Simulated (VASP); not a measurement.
# FeO (Wuestite) (Fm-3m) in VASP: notebook

The runs below take FeO (Wuestite) through single point, with PBEsol, PBE+D3(BJ).

Program: VASP 6.6.1. These are calculated values, not measurements. Logs are shortened: lines on timing, memory, paths and dates and some standing lists are left out, and cuts for length are marked.

**Measured values to compare with.**

“W\"ustite: Electric, thermodynamic and optical properties of FeO”, 2012, arxiv:1203.1201 quotes, for a bulk crystal of FeO: band gap 2.4 eV (optical).

The runs below are set against these values where they give the same quantity.

## 1. The cell of the first run

It takes space group Fm-3m (No. 225, cubic). Conventional cell: a = 4.311 Å, b = 4.311 Å, c = 4.311 Å, α = 90.00°, β = 90.00°, γ = 90.00°. Within 2.9 Å of Fe (site symmetry m-3m) lie 6 O at 2.16 Å. Within 2.9 Å of O (site symmetry m-3m) lie 6 Fe at 2.16 Å.

## 2. Single point, PBEsol, collinear spin, ferromagnetic start

Input file INCAR:

```
SYSTEM = FeO
ALGO = Normal
EDIFF = 1E-6
ENCUT = 600
GGA = PS
GGA_COMPAT = .False.
ISIF = 2
ISMEAR = -1
ISPIN = 2
LASPH = .True.
LCHARG = .True.
LELF = .True.
LMAXMIX = 4
LORBIT = 11
LREAL = .False.
LVHAR = .True.
LWAVE = .False.
MAGMOM = 3 0
NBANDS = 22
NELM = 200
NUPDOWN = 3.0
PREC = Accurate
SIGMA = 0.05
```

Input file KPOINTS:

```
k-points
0
Gamma
  9 9 9
  0 0 0
```

Input file POSCAR:

```
FeO
1.0
    0.0000000000      2.1554000000      2.1554000000
    2.1554000000      0.0000000000      2.1554000000
    2.1554000000      2.1554000000      0.0000000000
Fe O
1 1
Direct
    0.0000000000      0.0000000000      0.0000000000
    0.5000000000      0.5000000000      0.5000000000
```

Potentials or basis: VASP PAW PBE potentials, release 64 (Fe_sv, O).

The run is started by

```bash
> cat potpaw_PBE.64/Fe_sv/POTCAR potpaw_PBE.64/O/POTCAR > POTCAR
> mpirun -np 1 vasp_std > vasp.out
```

OUTCAR:

```text
SYSTEM = FeO
   EDIFF = 1E-6
   ENCUT = 600
   GGA = PS
   ISIF = 2
   ISMEAR = -1
   ISPIN = 2
   LASPH = .True.
   LORBIT = 11
   LREAL = .False.
   NELM = 200
   NUPDOWN = 3.0
   PREC = Accurate

 ion  position               nearest neighbor table
   1  0.000  0.000  0.000-   2 2.16   2 2.16   2 2.16   2 2.16   2 2.16   2 2.16
   2  0.500  0.500  0.500-   1 2.16   1 2.16   1 2.16   1 2.16   1 2.16   1 2.16

  LATTYP: Found a face centered cubic cell.
 ALAT       =     4.3108000000

  Lattice vectors:

 A1 = (   0.0000000000,   2.1554000000,   2.1554000000)
 A2 = (   2.1554000000,   0.0000000000,   2.1554000000)
 A3 = (   2.1554000000,   2.1554000000,   0.0000000000)

Analysis of symmetry for initial positions (statically):
=====================================================================
 Subroutine PRICEL returns:
 Original cell was already a primitive cell.

 Routine SETGRP: Setting up the symmetry group for a
 face centered cubic supercell.

 Subroutine GETGRP returns: Found 48 space group operations
 (whereof 48 operations were pure point group operations)
 out of a pool of 48 trial point group operations.

The static configuration has the point symmetry O_h .

Analysis of symmetry for dynamics (positions and initial velocities):
=====================================================================
 Subroutine PRICEL returns:
 Original cell was already a primitive cell.

 Routine SETGRP: Setting up the symmetry group for a
 face centered cubic supercell.

 Subroutine GETGRP returns: Found 48 space group operations
 (whereof 48 operations were pure point group operations)
 out of a pool of 48 trial point group operations.

The dynamic configuration has the point symmetry O_h .

Analysis of structural, dynamic, and magnetic symmetry:
=====================================================================
 Subroutine PRICEL returns:
 Original cell was already a primitive cell.

 Routine SETGRP: Setting up the symmetry group for a
 face centered cubic supercell.

 Subroutine GETGRP returns: Found 48 space group operations
 (whereof 48 operations were pure point group operations)
 out of a pool of 48 trial point group operations.

The overall configuration has the point symmetry O_h .

 Subroutine INISYM returns: Found 48 space group operations
 (whereof 48 operations are pure point group operations),
 and found     1 'primitive' translations

[... 105 lines left out ...]
   NELECT =      22.0000    total number of electrons
   NUPDOWN=       3.0000    fix difference up-down
   EMIN   =  10.00;   EMAX   =-10.00  energy-range for DOS
   EFERMI =   0.00;   METHOD = LEGACY
   ISMEAR =    -1;   SIGMA  =   0.05  broadening in eV -4-tet -1-fermi 0-gaus
   EFERMI_NEDOS =   21; number of points for ismear=-14 and -15
   IALGO  =     38    algorithm
   IMIX   =      4    mixing-type and parameters
     AMIX     =   0.40;   BMIX     =  1.00
     AMIX_MAG =   1.60;   BMIX_MAG =  1.00
  volume/ion in A,a.u.               =      10.01        67.57
  Fermi-wavevector in a.u.,A,eV,Ry     =   1.689187  3.192101 38.822242  2.853354
  Thomas-Fermi vector in A             =   2.771359
   LORBIT       =     11    0 simple, 1 ext, 2 COOP (PROOUT), +10 PAW based schemes
   GGA     = PS    functional components
   LHFCALC =     F    Hartree Fock is set to
   AEXX    =    0.0000 exact exchange contribution
   IVDW    =     0    specifies the selected vdW correction
   LEPSILON=     F    determine dielectric tensor
   LRPA    =     F    only Hartree local field effects (RPA)
 spin polarized calculation
  energy-cutoff  :      600.00
  volume of cell :       20.03
 maximum number of plane-waves:       680
   NGX = 13   NGY = 13   NGZ = 13

 number of electron      22.0000016 magnetization       3.0000001

 Free energy of the ion-electron system (eV)
  ---------------------------------------------------
  ext. energy  EPLUGINS =         0.00000000
  ---------------------------------------------------
  free energy    TOTEN  =       -15.61319859 eV

  energy without entropy =      -15.58852202  energy(sigma->0) =      -15.60086031

 E-fermi :   9.7451     XC(G=0): -12.8013

 val. band max:        9.7151473051   @ k =  -0.3333   0.2222   0.0000
 cond. band min:       8.8831465474   @ k =  -0.3333   0.3333   0.0000
 fundamental gap:     -0.8320007577
 Fermi energy:         8.8695717783

 spin component 1

 k-point     1 :       0.0000    0.0000    0.0000
  band No.  band energies     occupation
      1     -79.3030      1.00000
      2     -45.4666      1.00000
      3     -45.4666      1.00000
      4     -45.4666      1.00000
      5     -11.2506      1.00000
      6       5.5568      1.00000
[... 589 lines left out ...]
     21      39.2200      0.00000
     22      39.2200      0.00000

 [... further k-points ...]

 spin component 2

 k-point     1 :       0.0000    0.0000    0.0000
  band No.  band energies     occupation
      1     -76.0708      1.00000
      2     -42.3037      1.00000
      3     -42.3037      1.00000
      4     -42.3037      1.00000
      5     -11.0441      1.00000
      6       5.7503      1.00000
[... 589 lines left out ...]
     21      39.3475      0.00000
     22      39.3475      0.00000

 [... further k-points ...]
[... 5 lines left out ...]
  --------------------------------------------------------------------------------------
  -------------------------------------------------------------------------------------
  Total       -2.7292690     -2.7292690     -2.7292690     -0.0000000      0.0000000     -0.0000000
  in kB     -218.3450194   -218.3450194   -218.3450194     -0.0000000      0.0000000     -0.0000000
  external PRESSURE =    -218.3450194 kB  Pullay stress =       0.0000000 kB

 VOLUME and BASIS-vectors are now :
 -----------------------------------------------------------------------------
  energy-cutoff  :      600.00
  volume of cell :       20.03
      direct lattice vectors                 reciprocal lattice vectors
     0.000000000  2.155400000  2.155400000    -0.231975503  0.231975503  0.231975503
     2.155400000  0.000000000  2.155400000     0.231975503 -0.231975503  0.231975503
     2.155400000  2.155400000  0.000000000     0.231975503  0.231975503 -0.231975503

 POSITION                                       TOTAL-FORCE (eV/Angst)
 -----------------------------------------------------------------------------------
      0.00000      0.00000      0.00000        -0.000000      0.000000      0.000000
      2.15540      2.15540      2.15540         0.000000     -0.000000     -0.000000
 -----------------------------------------------------------------------------------
    total drift:                                0.000000     -0.000000     -0.000000

  FREE ENERGIE OF THE ION-ELECTRON SYSTEM (eV)
  ---------------------------------------------------
  free  energy   TOTEN  =       -15.6131985917 eV

  energy  without entropy=      -15.5885220210  energy(sigma->0) =      -15.60086031

 total charge

# of ion       s       p       d       tot
------------------------------------------
    1        2.099   5.991   5.561  13.651
    2        1.553   3.372   0.000   4.925
--------------------------------------------------
tot          3.652   9.362   5.561  18.575

 magnetization (x)

# of ion       s       p       d       tot
------------------------------------------
    1        0.014   0.008   2.718   2.740
    2        0.024   0.059   0.000   0.083
--------------------------------------------------
tot          0.038   0.067   2.718   2.823
```

stdout:

```text
POSCAR found type information on POSCAR FeO
 POSCAR found :  2 types and       2 ions
 scaLAPACK will be used
 -----------------------------------------------------------------------------
|                                                                             |
|                                                                             |
|     You enforced a specific xc type in the INCAR file but a different       |
|     I HOPE YOU KNOW WHAT YOU ARE DOING!                                     |
|                                                                             |
 -----------------------------------------------------------------------------

 LDA part: xc-table for (Slater+PW92), standard interpolation
 POSCAR, INCAR and KPOINTS ok, starting setup
 FFT: planning ... GRIDC
 FFT: planning ... GRID_SOFT
 FFT: planning ... GRID
 WAVECAR not read
 entering main loop
```

Wall time 17 s (1 thread of Intel Xeon Platinum 8488C (Sapphire Rapids), shared host); peak memory 0.16 GiB.

Results:

| Item | Value |
| --- | --- |
| Free energy | -15.6132 eV |
| Pressure | -21.8 GPa |
| Net moment | 3.00 μB per cell |
| Site moments | Fe +2.74; O +0.08 μB |
| Valence electrons inside the program's atomic spheres | Fe 13.65; O 4.92 |

Caveat: the PAW data sets were made with another functional, which shifts forces and pressure a little; the total moment is fixed, so each spin has its own Fermi level; a cell with one magnetic atom can't hold antiferromagnetic order, which such compounds often take.

## 3. Single point, PBE+D3(BJ), collinear spin, ferromagnetic start

This run uses another cell than the first one, of 9.82 Å³/atom, 0.981 times its volume.

Input file INCAR:

```
  ALGO = Normal
  EDIFF = 1E-6
  ENCUT = 520
  GGA = PE
  ISIF = 2
  ISMEAR = -1
  ISPIN = 2
  IVDW = 12
  LASPH = T
  LCHARG = F
  LMAXMIX = 4
  LORBIT = 11
  LREAL = F
  LWAVE = F
  MAGMOM = 3 0
  NBANDS = 18
  NELM = 150
  PREC = Accurate
  SIGMA = 0.05
```

Input file KPOINTS:

```
k-points
0
Gamma
  8 8 8
```

Input file POSCAR:

```
FeO
1.0
    0.0000000000      2.1417430525      2.1417430525
    2.1417430525      0.0000000000      2.1417430525
    2.1417430525      2.1417430525      0.0000000000
Fe O
1 1
Direct
    0.0000000000      0.0000000000      0.0000000000
    0.5000000000      0.5000000000      0.5000000000
```

Potentials or basis: VASP PAW PBE potentials, release 64 (Fe, O).

The run is started by

```bash
> cat potpaw_PBE.64/Fe/POTCAR potpaw_PBE.64/O/POTCAR > POTCAR
> mpirun -np 1 vasp_std > vasp.out
```

It took 12 s on 1 thread of Intel Xeon Platinum 8559C (Emerald Rapids), shared host; peak memory 0.16 GiB.

It converged, with:

```yaml
Free_energy: -15.3362 eV
Pressure: 0.2 GPa
Band_gap_on_the_k_mesh: zero (filled and empty bands overlap)
Net_moment: 4.00 μB per cell
Site_moments: Fe +3.62; O +0.30 μB
Valence_electrons_inside_the_program's_atomic_spheres: Fe 6.76; O 5.00
Dispersion_energy_per_atom: -0.203 eV
```

Levels at points of the mesh, in eV from the Fermi level:
Spin up:
```tsv
k point	band 5	band 6	band 7	band 8	band 9	band 10	band 11	band 12	band 13	band 14
(0.00, 0.00, 0.00)	-3.87	-3.87	-3.87	-3.69	-3.69	0.19	15.52	17.19	17.19	17.19
(0.50, 0.00, 0.00)	-3.06	-3.06	-2.48	-0.28	-0.28	4.13	8.65	12.68	12.68	19.73
(0.50, 0.50, 0.00)	-4.85	-3.29	-2.78	-2.78	-2.76	5.42	8.86	10.86	14.93	14.93
```
Spin down:
| k point | band 2 | band 3 | band 4 | band 5 | band 6 | band 7 | band 8 | band 9 |
| --- | --- | --- | --- | --- | --- | --- | --- | --- |
| (0.00, 0.00, 0.00) | -3.31 | -3.31 | -3.31 | -0.77 | -0.77 | -0.77 | 0.18 | 0.18 |
| (0.50, 0.00, 0.00) | -8.15 | -5.26 | -5.26 | 0.40 | 0.40 | 0.61 | 2.85 | 2.85 |
| (0.50, 0.50, 0.00) | -7.01 | -4.50 | -4.50 | -2.19 | 0.74 | 0.75 | 0.75 | 1.18 |

Caveat: a cell with one magnetic atom can't hold antiferromagnetic order, which such compounds often take; semilocal functionals often make such compounds metallic where correlation or magnetic order opens a gap, which also shifts bond lengths; pairwise dispersion overbinds metals, which lowers pressure and volume.

## 4. How close it comes

Step 3. Against the measured gap of FeO, 2.4 eV (optical; quoted in “W\"ustite: Electric, thermodynamic and optical properties of FeO”, 2012, arxiv:1203.1201), the calculated 0.00 eV is off by -2.40 eV. So large a miss can be the level of theory's own, or it may mean another phase, state or a wrong row. The value is that of PBE+D3(BJ) on a finite k mesh, which can miss the band edges, without temperature or zero-point motion. Semilocal functionals fall short of measured gaps as a rule. The run's magnetic order (collinear spin, ferromagnetic start) needn't be the measured crystal's.
